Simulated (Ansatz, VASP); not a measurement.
# One calculation of IrRu2, two programs

```
CELL_PARAMETERS angstrom
2.73044 0.00000 0.00000
-1.36522 2.36463 0.00000
0.00000 0.00000 13.02685
ATOMIC_POSITIONS crystal
Ru 0.33333 0.66667 0.91756
Ru 0.33333 0.66667 0.24576
Ru 0.66667 0.33333 0.08244
Ru 0.66667 0.33333 0.75424
Ir 0.33333 0.66667 0.58730
Ir 0.66667 0.33333 0.41270
```

Alike in both runs: functional PBE; k mesh 18 × 18 × 4; occupations gaussian, width 0.1 eV; no spin polarisation.

Ansatz relaxed the structure, and its values are those at the end. VASP's run is a single point on that final structure, the one shown.

|  | VASP | Ansatz |
| --- | --- | --- |
| version | VASP 6.6.1 | Ansatz 0.2.0 |
| potentials or method | VASP PAW PBE potentials, release 64 (Ru_pv, Ir), cutoff 520 eV | scalar-relativistic, plane waves, PAW |
| valence electrons in the cell | 74 | 98 |

```csv
,VASP,Ansatz,Ansatz less VASP
gap on the k mesh at the Fermi level (eV),none,none,-
pressure (GPa),0.1,0.0,-0.10
rms of the force components (eV/Å),0.007,0.001,-0.0059
```

A gap of «none» marks a metal or a gap that the smearing closes. With one functional, cell and mesh, what is left measures potentials, basis and numerics. VASP's potentials hold 74 valence electrons a cell and Ansatz's 98, so a difference there can come from the potentials and not from the codes.

Neither program's run includes spin-orbit coupling.
